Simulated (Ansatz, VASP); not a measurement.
One calculation of BAs, two programs

The input INCAR:

```
SYSTEM = BAs
PREC     = Accurate       ! precision mode
ENCUT    = 520            ! plane-wave cutoff, eV
EDIFF    = 1E-6           ! SCF threshold, eV
ISMEAR   = -1             ! smearing method
SIGMA    = 0.2            ! smearing width, eV
LREAL    = .FALSE.        ! projectors in reciprocal space
LASPH    = .TRUE.         ! aspherical terms in the spheres
NELM     = 60             ! most SCF steps
ALGO     = Normal         ! electronic algorithm
ISIF     = 2              ! what is computed and relaxed
LWAVE    = .FALSE.        ! write WAVECAR
LCHARG   = .FALSE.        ! write CHGCAR
NBANDS   = 11             ! bands
```

KPOINTS

```
regular mesh
0
G
  12 12 12
  0 0 0
```

POSCAR

```
BAs
1.0
    0.0000000000      2.1884877912      2.8450341286
    2.1884877912      0.0000000000      2.8450341286
    2.1884877912      2.1884877912      0.0000000000
B As
1 1
Direct
    0.0000000000      0.0000000000      0.0000000000
    0.7500000000      0.7500000000      0.7500000000
```

Input for Ansatz:

```yaml
crystal:
  lattice:
    - [0.0, 2.1884877912, 2.8450341286]
    - [2.1884877912, 0.0, 2.8450341286]
    - [2.1884877912, 2.1884877912, 0.0]
  atoms:
    - { symbol: B, position: [0.0, 0.0, 0.0] }
    - { symbol: As, position: [0.75, 0.75, 0.75] }
basis:
  ecutwfc: 420
kpoints:
  mp_grid: { grid: [12, 12, 12] }
hamiltonian:
  xc: lda
scf:
  occupations: { method: fermi_dirac, width: 0.2 }
output:
  forces: true
  stress: true
  eigenvalues: true
```

Alike in both runs: task single point; functional LDA; k mesh 12 × 12 × 12; occupations fermi-dirac, width 0.2 eV; no spin polarisation.

|  | VASP | Ansatz |
| --- | --- | --- |
| version | VASP 6.6.1 | Ansatz 0.2.0 |
| potentials or method | VASP PAW LDA potentials, release 64 (B, As), cutoff 520 eV | scalar-relativistic, plane waves, PAW |
| valence electrons in the cell | 8 | 18 |

```tsv
	VASP	Ansatz	Ansatz less VASP
gap on the k mesh at the Fermi level (eV)	none	none	-
pressure (GPa)	-2.4	-3.2	-0.75
traceless stress, the component that is largest in VASP (GPa)	-43.49	-43.62	-0.133
```

LDA's correlation is that of Perdew and Zunger in VASP and of Perdew and Wang (1992) in Ansatz. A gap of «none» marks a metal or a gap that the smearing closes. VASP's potentials hold 8 valence electrons a cell and Ansatz's 18, so a difference there can come from the potentials and not from the codes.
